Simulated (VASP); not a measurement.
MgB2:

```
Mg B
1.0
     3.08500    0.00000    0.00000
    -1.54250    2.67169    0.00000
     0.00000    0.00000    3.52300
Mg B
1 2
Cartesian
  0.0000 0.0000 0.0000
  1.5425 0.8906 1.7615
  0.0000 1.7811 1.7615
```

- Program: VASP 6.6.1
- Task: relaxation of cell and atoms
- Functional: LDA
- Potentials or basis: VASP PAW LDA potentials, release 64 (Mg, B)
- Cutoff: 600 eV
- k mesh: 10 × 10 × 8
- Occupations: fermi-dirac, width 0.05 eV
- Spin: no spin polarisation

At the start: pressure -8.1 GPa; volume 9.68 Å³/atom.

Task: How do energy, volume and symmetry change on relaxing?

Result: Over 5 steps the energy falls by 13.8 meV/atom and the volume is 9.15 Å³/atom (-5.5 %); space group P6/mmm (No. 191, to 0.05 Å).

The path:
```
step  energy change (eV)  largest force (eV/Å)  pressure (GPa)  volume (Å³)
   1              0.0000                0.0000           -8.07        29.04
   2             -0.0344                0.0000            3.13        27.04
   3             -0.0393                0.0000           -0.04        27.54
   4             -0.0412                0.0000            0.00        27.48
   5             -0.0415                0.0000            0.03        27.44
```

Final structure:
```
Mg B
1.0
     3.03894    0.00000    0.00000
    -1.51947    2.63180    0.00000
     0.00000    0.00000    3.43071
Mg B
1 2
Direct
  0.00000 0.00000 0.00000
  0.66667 0.33333 0.50000
  0.33333 0.66667 0.50000
```
